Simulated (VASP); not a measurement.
# Si: single point with PBEsol

The system is Si.

```
Si
1.0
     0.00000    1.91661    1.91661
     1.91661    0.00000    1.91661
     1.91661    1.91661    0.00000
Si
1
Direct
  0.00000 0.00000 0.00000
```

This isn't the form of Si at room conditions, which is diamond.

```json
{"Program": "VASP 6.6.1", "Task": "single point", "Functional": "PBEsol", "Potentials or basis": "VASP PAW PBE potentials, release 64 (Si)", "Cutoff": "500 eV", "k mesh": "17 × 17 × 17", "Occupations": "fermi-dirac, width 0.1 eV", "Spin": "no spin polarisation", "Dipole correction": "no", "Further INCAR settings": "ALGO = Normal; EDIFF = 1e-06; NBANDS = 8"}
```

- Pressure: 0.1 GPa
- Band gap on the k mesh: zero (bands 2 and 3 overlap by 14.54 eV)

Levels at points of the mesh, in eV from the Fermi level:
| k point | band 1 | band 2 | band 3 | band 4 | band 5 | band 6 | band 7 |
| --- | --- | --- | --- | --- | --- | --- | --- |
| (0.00, 0.00, 0.00) | -14.75 | 11.42 | 11.42 | 11.42 | 11.99 | 11.99 | 11.99 |

Wall time 19 s on 1 thread of Intel Xeon 8259CL (shared host), peak memory 0.12 GiB.

Caveat: the PAW data sets were made with another functional, which shifts forces and pressure a little.
